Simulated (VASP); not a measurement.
# Si16Ge (a cell with a defect) in VASP: further runs

The runs below take Si16Ge (a cell with a defect) through single point, with PBE.

Program: VASP 6.6.1. These are calculated values, not measurements. Logs are shortened: lines on timing, memory, paths and dates and some standing lists are left out, and cuts for length are marked.

**1. The cell of the first run**

The cell holds a defect, 17 atoms: a = 7.679 Å, b = 7.679 Å, c = 7.679 Å, α = 60.00°, β = 60.00°, γ = 60.00°.

**2. Single point, PBE**

File INCAR:

```
SYSTEM = Si16Ge
ALGO = Normal
EDIFF = 1E-7
ENCUT = 520
GGA = PE
ISIF = 2
ISMEAR = 0
LASPH = .True.
LCHARG = .True.
LELF = .True.
LREAL = Auto
LVHAR = .True.
LWAVE = .False.
NBANDS = 53
NELM = 80
PREC = Accurate
SIGMA = 0.02
```

File KPOINTS:

```
k-points
0
Gamma
  2 2 2
  0 0 0
```

File POSCAR:

```
Si16Ge
1.0
    0.0000000000      5.4300000000      5.4300000000
    5.4300000000      0.0000000000      5.4300000000
    5.4300000000      5.4300000000      0.0000000000
Si Ge
16 1
Direct
    0.0014287293     -0.0025952118      0.0013839779
    0.1225804788      0.1275165746      0.1225241252
   -0.0116100368      0.0017251381      0.5083989871
    0.1198762431      0.1301587477      0.6306861878
    0.0014451197      0.4999193370      0.0013701657
    0.1253584715      0.6247424494      0.1252951197
    0.0004368324      0.5008697974      0.4979686924
    0.1199272560      0.6194475138      0.6306427256
    0.5084539595      0.0016068140     -0.0116556169
    0.6306972376      0.1301079190      0.1198686924
    0.5020686924      0.0078058932      0.5021244936
    0.6251807551      0.1248877532      0.6251358195
    0.4980325967      0.5008534070      0.0003740331
    0.6307499079      0.6193985267      0.1198222836
    0.5021942910      0.4880942910      0.5020219153
    0.6280151934      0.6220765193      0.6279518416
    0.3751376611      0.8749229282      0.3750978821
```

Potentials or basis: VASP PAW PBE potentials, release 64 (Si, Ge_d).

The run is started by

```sh
> cat potpaw_PBE.64/Si/POTCAR potpaw_PBE.64/Ge_d/POTCAR > POTCAR
> mpirun -np 1 vasp_std > vasp.out
```

OUTCAR:

```text
SYSTEM = Si16Ge
   EDIFF = 1E-7
   ENCUT = 520
   GGA = PE
   ISIF = 2
   ISMEAR = 0
   LASPH = .True.
   LREAL = Auto
   NELM = 80
   PREC = Accurate

 ion  position               nearest neighbor table
   1  0.001  0.997  0.001-   4 2.33  10 2.33   2 2.34   6 2.34
   2  0.123  0.128  0.123-   5 2.34   1 2.34   9 2.42   3 2.42  17 2.74
   3  0.988  0.002  0.508-  12 2.28   4 2.40   8 2.40   2 2.42  17 2.43
   4  0.120  0.130  0.631-   1 2.33   7 2.33  11 2.40   3 2.40  17 2.77
   5  0.001  0.500  0.001-  14 2.33   8 2.33   2 2.34   6 2.34
   6  0.125  0.625  0.125-   5 2.34   1 2.34   7 2.34  13 2.34
   7  0.000  0.501  0.498-   4 2.33   8 2.33  16 2.34   6 2.34
   8  0.120  0.619  0.631-   5 2.33   7 2.33  15 2.40   3 2.40  17 2.77
   9  0.508  0.002  0.988-  12 2.28  14 2.40  10 2.40   2 2.42  17 2.43
  10  0.631  0.130  0.120-   1 2.33  13 2.33  11 2.40   9 2.40  17 2.77
  11  0.502  0.008  0.502-  12 2.28   4 2.40  10 2.40  16 2.42  17 2.43
  12  0.625  0.125  0.625-  11 2.28  15 2.28   9 2.28   3 2.28
  13  0.498  0.501  0.000-  14 2.33  10 2.33  16 2.34   6 2.34
  14  0.631  0.619  0.120-   5 2.33  13 2.33  15 2.40   9 2.40  17 2.77
  15  0.502  0.488  0.502-  12 2.28  14 2.40   8 2.40  16 2.42  17 2.43
  16  0.628  0.622  0.628-   7 2.34  13 2.34  11 2.42  15 2.42  17 2.75
  17  0.375  0.875  0.375-   3 2.43   9 2.43  15 2.43  11 2.43   2 2.74  16 2.75   8 2.77  10 2.77
                            14 2.77   4 2.77

  LATTYP: Found a face centered cubic cell.
 ALAT       =    10.8600000000

  Lattice vectors:

 A1 = (   0.0000000000,   5.4300000000,   5.4300000000)
 A2 = (   5.4300000000,   0.0000000000,   5.4300000000)
 A3 = (   5.4300000000,   5.4300000000,   0.0000000000)

Analysis of symmetry for initial positions (statically):
=====================================================================
 Subroutine PRICEL returns:
 Original cell was already a primitive cell.

 Routine SETGRP: Setting up the symmetry group for a
 face centered cubic supercell.

 Subroutine GETGRP returns: Found  1 space group operations
 (whereof  1 operations were pure point group operations)
 out of a pool of 48 trial point group operations.

The static configuration has the point symmetry C_1 .

Analysis of symmetry for dynamics (positions and initial velocities):
=====================================================================
 Subroutine PRICEL returns:
 Original cell was already a primitive cell.

 Routine SETGRP: Setting up the symmetry group for a
 face centered cubic supercell.

 Subroutine GETGRP returns: Found  1 space group operations
 (whereof  1 operations were pure point group operations)
 out of a pool of 48 trial point group operations.

The dynamic configuration has the point symmetry C_1 .

 Subroutine INISYM returns: Found  1 space group operations
 (whereof  1 operations are pure point group operations),
 and found     1 'primitive' translations

----------------------------------------------------------------------------------------

                                     Primitive cell

  volume of cell :     320.2060

  direct lattice vectors                    reciprocal lattice vectors
     0.000000000  5.430000000  5.430000000    -0.092081031  0.092081031  0.092081031
     5.430000000  0.000000000  5.430000000     0.092081031 -0.092081031  0.092081031
     5.430000000  5.430000000  0.000000000     0.092081031  0.092081031 -0.092081031

  length of vectors
     7.679179644  7.679179644  7.679179644     0.159489025  0.159489025  0.159489025

  position of ions in fractional coordinates (direct lattice)
     0.001428729  0.997404788  0.001383978
     0.122580479  0.127516575  0.122524125
     0.988389963  0.001725138  0.508398987
     0.119876243  0.130158748  0.630686188
     0.001445120  0.499919337  0.001370166
     0.125358472  0.624742449  0.125295120
[... 9 lines left out ...]
     0.628015193  0.622076519  0.627951842
     0.375137661  0.874922928  0.375097882

  ion indices of the primitive-cell ions
   primitive index   ion index
                 1           1
                 2           2
                 3           3
                 4           4
                 5           5
                 6           6
[... 9 lines left out ...]
                16          16
                17          17

----------------------------------------------------------------------------------------

 KPOINTS: k-points

Automatic generation of k-mesh.
 Grid dimensions read from file:
 generate k-points for:    2    2    2

 Generating k-lattice:

  Cartesian coordinates                     Fractional coordinates (reciprocal lattice)
    -0.046040516  0.046040516  0.046040516     0.500000000  0.000000000  0.000000000
     0.046040516 -0.046040516  0.046040516     0.000000000  0.500000000  0.000000000
     0.046040516  0.046040516 -0.046040516     0.000000000  0.000000000  0.500000000

  Length of vectors
     0.079744512  0.079744512  0.079744512

  Shift w.r.t. Gamma in fractional coordinates (k-lattice)
     0.000000000  0.000000000  0.000000000

 Subroutine IBZKPT returns following result:
 ===========================================

 Found      8 irreducible k-points:

 Following reciprocal coordinates:
            Coordinates               Weight
  0.000000  0.000000  0.000000      1.000000
  0.500000  0.000000  0.000000      1.000000
  0.000000  0.500000  0.000000      1.000000
  0.000000  0.000000  0.500000      1.000000
  0.500000  0.500000  0.500000      1.000000
  0.500000  0.500000  0.000000      1.000000
  0.000000  0.500000  0.500000      1.000000
  0.500000  0.000000  0.500000      1.000000
   k-points           NKPTS =      8   k-points in BZ     NKDIM =      8   number of bands    NBANDS=     53
   number of dos      NEDOS =    301   number of ions     NIONS =     17
   total plane-waves  NPLWV = 216000
   dimension x,y,z NGX =    60 NGY =   60 NGZ =   60
   dimension x,y,z NGXF=   120 NGYF=  120 NGZF=  120
   ions per type =              16   1
   NGX,Y,Z   is equivalent  to a cutoff of  12.99, 12.99, 12.99 a.u.
   NGXF,Y,Z  is equivalent  to a cutoff of  25.98, 25.98, 25.98 a.u.
 SYSTEM =  Si16Ge
   PREC   = accura    normal or accurate (medium, high low for compatibility)
   ISTART =      0    job   : 0-new  1-cont  2-samecut
   ICHARG =      2    charge: 1-file 2-atom 10-const
   ISPIN  =      1    spin polarized calculation?
   LNONCOLLINEAR =      F non collinear calculations
   LSORBIT =      F    spin-orbit coupling
   LASPH  =      T    aspherical Exc in radial PAW
   ENCUT  =  520.0 eV  38.22 Ry    6.18 a.u.  14.28 14.28 14.28*2*pi/ulx,y,z
   NELM   =     80;   NELMIN=  2; NELMDL= -5     # of ELM steps
   EDIFF  = 0.1E-06   stopping-criterion for ELM
   LREAL  =      T    real-space projection
   EDIFFG = 0.1E-05   stopping-criterion for IOM
   NSW    =      0    number of steps for IOM
   IBRION =     -1    ionic relax: 0-MD 1-quasi-New 2-CG
   NFREE  =      0    steps in history (QN), initial steepest desc. (CG)
   ISIF   =      2    stress and relaxation
   ISYM   =      2    0-nonsym 1-usesym 2-fastsym
   POTIM  = 0.5000    time-step for ionic-motion
   TEBEG  =    0.0;   TEEND  =   0.0 temperature during run
   PSTRESS=    0.0 pullay stress
   NELECT =      78.0000    total number of electrons
   NUPDOWN=      -1.0000    fix difference up-down
   EMIN   =  10.00;   EMAX   =-10.00  energy-range for DOS
   EFERMI =   0.00;   METHOD = LEGACY
   ISMEAR =     0;   SIGMA  =   0.02  broadening in eV -4-tet -1-fermi 0-gaus
   EFERMI_NEDOS =   21; number of points for ismear=-14 and -15
   IALGO  =     38    algorithm
   IMIX   =      4    mixing-type and parameters
     AMIX     =   0.40;   BMIX     =  1.00
     AMIX_MAG =   1.60;   BMIX_MAG =  1.00
  volume/ion in A,a.u.               =      18.84       127.11
  Fermi-wavevector in a.u.,A,eV,Ry     =   1.022421  1.932096 14.222785  1.045345
  Thomas-Fermi vector in A             =   2.156100
   LORBIT       =      0    0 simple, 1 ext, 2 COOP (PROOUT), +10 PAW based schemes
   GGA     = PE    functional components
   LHFCALC =     F    Hartree Fock is set to
   AEXX    =    0.0000 exact exchange contribution
   IVDW    =     0    specifies the selected vdW correction
   LEPSILON=     F    determine dielectric tensor
   LRPA    =     F    only Hartree local field effects (RPA)
 non-spin polarized calculation
 Gauss-broadening in eV      SIGMA  =   0.02
  energy-cutoff  :      520.00
  volume of cell :      320.21
 maximum number of plane-waves:      8646
 NGX is ok and might be reduce to    60
   NGX = 29   NGY = 29   NGZ = 29

 number of electron      77.9999997 magnetization

 Free energy of the ion-electron system (eV)
  ---------------------------------------------------
  ext. energy  EPLUGINS =         0.00000000
  ---------------------------------------------------
  free energy    TOTEN  =       -86.69274034 eV

  energy without entropy =      -86.69264762  energy(sigma->0) =      -86.69269398

 E-fermi :   6.9419     XC(G=0):  -9.7502

 val. band max:        6.9046810144   @ k =   0.0000   0.0000   0.0000
 cond. band min:       6.9824479918   @ k =   0.0000   0.5000   0.5000
 fundamental gap:      0.0777669774
 Fermi energy:         6.9418888943

 k-point     1 :       0.0000    0.0000    0.0000
  band No.  band energies     occupation
      1     -18.2669      2.00000
      2     -18.2669      2.00000
      3     -18.2660      2.00000
      4     -18.2548      2.00000
      5     -18.2509      2.00000
      6      -6.5234      2.00000
[... 43 lines left out ...]
     50       8.1183      0.00000
     51       9.0688      0.00000

 k-point     2 :       0.5000    0.0000    0.0000
  band No.  band energies     occupation
      1     -18.2669      2.00000
      2     -18.2669      2.00000
      3     -18.2660      2.00000
      4     -18.2548      2.00000
      5     -18.2510      2.00000
      6      -6.1906      2.00000
[... 316 lines left out ...]
 k-point     8 :       0.5000    0.0000    0.5000
  band No.  band energies     occupation
      1     -18.2669      2.00000
      2     -18.2669      2.00000
      3     -18.2660      2.00000
      4     -18.2548      2.00000
      5     -18.2509      2.00000
      6      -6.0888      2.00000
[... 43 lines left out ...]
     50      10.3381      0.00000
     51      10.3389      0.00000
 [bands above 51 left out]

------------------------ aborting loop because EDIFF is reached ----------------------------------------

  FORCE on cell =-STRESS in cart. coord.  units (eV):
  Direction    XX          YY          ZZ          XY          YZ          ZX
  --------------------------------------------------------------------------------------
  -------------------------------------------------------------------------------------
  Total       13.5973612     12.7540715     13.5811729     -0.0005520     -0.0008742     -0.0002095
  in kB       68.0355235     63.8160539     67.9545241     -0.0027620     -0.0043744     -0.0010485
  external PRESSURE =      66.6020338 kB  Pullay stress =       0.0000000 kB

 VOLUME and BASIS-vectors are now :
 -----------------------------------------------------------------------------
  energy-cutoff  :      520.00
  volume of cell :      320.21
      direct lattice vectors                 reciprocal lattice vectors
     0.000000000  5.430000000  5.430000000    -0.092081031  0.092081031  0.092081031
     5.430000000  0.000000000  5.430000000     0.092081031 -0.092081031  0.092081031
     5.430000000  5.430000000  0.000000000     0.092081031  0.092081031 -0.092081031

 POSITION                                       TOTAL-FORCE (eV/Angst)
 -----------------------------------------------------------------------------------
      5.42342      0.01527      5.42367         0.009370      0.013229      0.008646
      1.35772      1.33092      1.35803        -0.000301     -0.004428      0.000012
      2.76997      8.12756      5.37633        -0.010947     -0.021475      0.010469
      4.13139      4.07555      1.35769        -0.001556      0.001258      0.000376
      2.72200      0.01529      2.72241        -0.009651      0.013325     -0.008998
      4.07270      1.36105      4.07305        -0.000121     -0.002643     -0.000401
[... 9 lines left out ...]
      6.78765      6.81990      6.78800         0.000029      0.003598     -0.000068
      6.78761      4.07378      6.78783         0.000207      0.003390      0.000494
 -----------------------------------------------------------------------------------
    total drift:                               -0.000697     -0.001344     -0.000172

  FREE ENERGIE OF THE ION-ELECTRON SYSTEM (eV)
  ---------------------------------------------------
  free  energy   TOTEN  =       -86.6927403366 eV

  energy  without entropy=      -86.6926476174  energy(sigma->0) =      -86.69269398
```

Run time: 4.3 min. Hardware: 1 thread of Intel Xeon Platinum 8175M at 2.50GHz (Skylake/Cascade Lake), shared host; peak memory 0.49 GiB.

Results:

* Free energy: -86.6927 eV
* Pressure: 6.7 GPa
* Largest force: 0.026 eV/Å
* Band gap on the k mesh: zero (band 39 reaches 7.01 eV, above the bottom of band 40 at 6.66 eV)

Forces in eV/Å, atoms in the order of the input:
```
Si   0.009  0.013  0.009
Si   0.000 -0.004  0.000
Si  -0.011 -0.021  0.010
Si  -0.002  0.001  0.000
Si  -0.010  0.013 -0.009
Si   0.000 -0.003  0.000
Si   0.010 -0.015 -0.009
Si   0.000  0.001  0.002
Si   0.011 -0.022 -0.010
Si   0.000  0.001 -0.001
Si  -0.011  0.021 -0.010
Si   0.000 -0.001  0.000
Si  -0.010 -0.015  0.009
Si   0.002  0.001  0.000
Si   0.011  0.022  0.009
Si   0.000  0.004  0.000
Ge   0.000  0.003  0.000
```

Stress tensor (GPa, compression positive):
```
6.80 0.00 0.00
0.00 6.38 0.00
0.00 0.00 6.80
```

Levels at points of the mesh, in eV from the Fermi level:
| k point | band 36 | band 37 | band 38 | band 39 | band 40 | band 41 | band 42 | band 43 |
| --- | --- | --- | --- | --- | --- | --- | --- | --- |
| (0.00, 0.00, 0.00) | -0.85 | -0.79 | -0.79 | -0.28 | -0.28 | -0.23 | -0.04 | 0.05 |
| (0.50, 0.00, 0.00) | -1.54 | -1.49 | -1.48 | -0.34 | 0.49 | 0.53 | 0.86 | 0.86 |
| (0.00, 0.50, 0.00) | -1.54 | -1.49 | -1.48 | -0.34 | 0.48 | 0.53 | 0.86 | 0.86 |
| (0.00, 0.00, 0.50) | -1.54 | -1.49 | -1.48 | -0.34 | 0.49 | 0.53 | 0.86 | 0.86 |
| (0.50, 0.50, 0.50) | -1.54 | -1.49 | -1.48 | -0.34 | 0.48 | 0.53 | 0.86 | 0.86 |
| (0.50, 0.50, 0.00) | -2.09 | -1.90 | -1.31 | 0.04 | 0.79 | 0.99 | 1.03 | 1.09 |
| (0.00, 0.50, 0.50) | -2.09 | -1.90 | -1.31 | 0.04 | 0.79 | 0.99 | 1.03 | 1.09 |
| (0.50, 0.00, 0.50) | -2.08 | -1.96 | -1.35 | 0.07 | 0.78 | 1.01 | 1.01 | 1.06 |

Caveat: the k points lie up to 0.50 Å⁻¹ apart.

[end of part 1 of 3]
